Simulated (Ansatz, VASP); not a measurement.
**NaCl in VASP and in Ansatz**

File POSCAR:

```
NaCl
1.0
    0.0000000000      3.0100910318      3.0100910318
    3.0100910318      0.0000000000      3.0100910318
    3.0100910318      3.0100910318      0.0000000000
Na Cl
1 1
Direct
    0.0000000000      0.0000000000      0.0000000000
    0.2500000000      0.2500000000      0.2500000000
```

INCAR.step1

```
SYSTEM = NaCl
PREC     = Accurate       ! precision mode
ENCUT    = 400            ! plane-wave cutoff, eV
EDIFF    = 1E-5           ! SCF threshold, eV
ISMEAR   = 0              ! smearing method
SIGMA    = 0.01           ! smearing width, eV
LREAL    = .FALSE.        ! projectors in reciprocal space
LASPH    = .TRUE.         ! aspherical terms in the spheres
NELM     = 120            ! most SCF steps
ALGO     = Normal         ! electronic algorithm
ISIF     = 2              ! what is computed and relaxed
LWAVE    = .TRUE.         ! write WAVECAR
GGA      = PE             ! functional
NBANDS   = 14             ! bands
GGA_COMPAT= .FALSE.
```

File INCAR.step2:

```
SYSTEM = NaCl
PREC     = Accurate       ! precision mode
ENCUT    = 400            ! plane-wave cutoff, eV
EDIFF    = 1E-6           ! SCF threshold, eV
ISMEAR   = 0              ! smearing method
SIGMA    = 0.01           ! smearing width, eV
LREAL    = .FALSE.        ! projectors in reciprocal space
LASPH    = .TRUE.         ! aspherical terms in the spheres
NELM     = 120            ! most SCF steps
ALGO     = Normal         ! electronic algorithm
ISIF     = 2              ! what is computed and relaxed
LWAVE    = .FALSE.        ! write WAVECAR
LCHARG   = .TRUE.         ! write CHGCAR
GGA      = PE             ! functional
LHFCALC  = .TRUE.         ! exact exchange
HFSCREEN = 0.2079         ! screening, 1/A
PRECFOCK = Normal       
LELF     = .TRUE.         ! ELF
LVHAR    = .TRUE.       
ISTART   = 1            
NBANDS   = 14             ! bands
GGA_COMPAT= .FALSE.
```

Contents of KPOINTS:

```
regular mesh
0
G
  6 6 6
  0 0 0
```

Input for Ansatz:

```yaml
crystal:
  lattice:
    - [0.0, 3.0100910318, 3.0100910318]
    - [3.0100910318, 0.0, 3.0100910318]
    - [3.0100910318, 3.0100910318, 0.0]
  atoms:
    - { symbol: Na, position: [0.0, 0.0, 0.0] }
    - { symbol: Cl, position: [0.25, 0.25, 0.25] }
kpoints:
  mp_grid: { grid: [6, 6, 6] }
  band_path:
    path:
      - [0.0, 0.0, 0.0]
      - [-0.5, -0.5, 0.0]
      - [-0.375, -0.375, 0.25]
      - [-0.375, 0.0, 0.375]
      - [0.0, 0.0, 0.5]
      - [-0.5, -0.25, 0.25]
    npoints: 1
hamiltonian:
  xc: hse06
scf:
  occupations: { method: fixed }
  n_extra_bands: 4
output:
  forces: true
  stress: true
  eigenvalues: true
```

Change from the starting cell: hydrostatic strain -2.5%.

Alike in both runs: task single point; functional HSE06; k mesh 6 × 6 × 6; no spin polarisation.

```csv
,VASP,Ansatz
version,VASP 6.6.1,Ansatz 0.2.0
potentials or method,"VASP PAW PBE potentials, release 64 (Na_pv, Cl)","plane waves, PAW"
plane-wave cutoff (eV),400,420
occupations,"gaussian, width 0.01 eV",fixed
valence electrons in the cell,14,16
```

VASP gave:

| Quantity | Value |
| --- | --- |
| gap on the k mesh at the Fermi level (eV) | 6.44 |
| pressure (GPa) | 2.0 |

Question: Which values does Ansatz return?

Answer: gap on the k mesh at the Fermi level (eV): 6.45; pressure (GPa): 2.1.

VASP's potentials hold 14 valence electrons a cell and Ansatz's 16, so a difference there can come from the potentials and not from the codes. Ansatz's warnings: stress exchange threshold loose, stress scf threshold loose.
